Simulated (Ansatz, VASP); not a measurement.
One calculation of CsBr, two programs

The input INCAR:

```
PREC     = Accurate       # precision mode
ENCUT    = 500            # plane-wave cutoff, eV
EDIFF    = 1E-6           # SCF threshold, eV
ISMEAR   = 0              # smearing method
SIGMA    = 0.05           # smearing width, eV
LREAL    = False          # projectors in reciprocal space
LASPH    = True           # aspherical terms in the spheres
NELM     = 120            # most SCF steps
ALGO     = Normal         # electronic algorithm
ISIF     = 2              # what is computed and relaxed
LWAVE    = False          # write WAVECAR
LCHARG   = True           # write CHGCAR
GGA      = PE             # functional
LELF     = True           # ELF
LVHAR    = True         
NBANDS   = 15             # bands
GGA_COMPAT= False
```

KPOINTS

```
regular mesh
0
Gamma
  8 8 8
```

The input POSCAR:

```
CsBr
1.0
    4.2860000000      0.0000000000      0.0000000000
    0.0000000000      4.2860000000      0.0000000000
    0.0000000000      0.0000000000      4.2860000000
Cs Br
1 1
Direct
    0.0000000000      0.0000000000      0.0000000000
    0.5000000000      0.5000000000      0.5000000000
```

Input for Ansatz:

```yaml
crystal:
  lattice:
    - [4.286, 0.0, 0.0]
    - [0.0, 4.286, 0.0]
    - [0.0, 0.0, 4.286]
  atoms:
    - { symbol: Cs, position: [0.0, 0.0, 0.0] }
    - { symbol: Br, position: [0.5, 0.5, 0.5] }
basis:
  ecutwfc: 420
  fft_grid_basis: typed
kpoints:
  mp_grid: { grid: [8, 8, 8] }
hamiltonian:
  xc: pbe
  pseudopotentials: { kind: paw }
scf:
  occupations: { method: gaussian, width: 0.05 }
output:
  forces: true
  stress: true
  eigenvalues: true
  bader: true
  write_density: true
  volumetric_format: npy
  elf: true
```

Alike in both runs: task single point; functional PBE; k mesh 8 × 8 × 8; occupations gaussian, width 0.05 eV; no spin polarisation.

```csv
,VASP,Ansatz
version,VASP 6.6.1,Ansatz 0.2.0
potentials or method,"VASP PAW PBE potentials, release 64 (Cs_sv, Br), cutoff 500 eV","scalar-relativistic, plane waves, PAW"
valence electrons in the cell,16,16
```

|  | VASP | Ansatz | Ansatz less VASP |
| --- | --- | --- | --- |
| gap on the k mesh at the Fermi level (eV) | 4.52 | 4.53 | +0.010 |
| pressure (GPa) | 1.1 | 1.1 | -0.05 |

Spin-orbit coupling is off throughout.
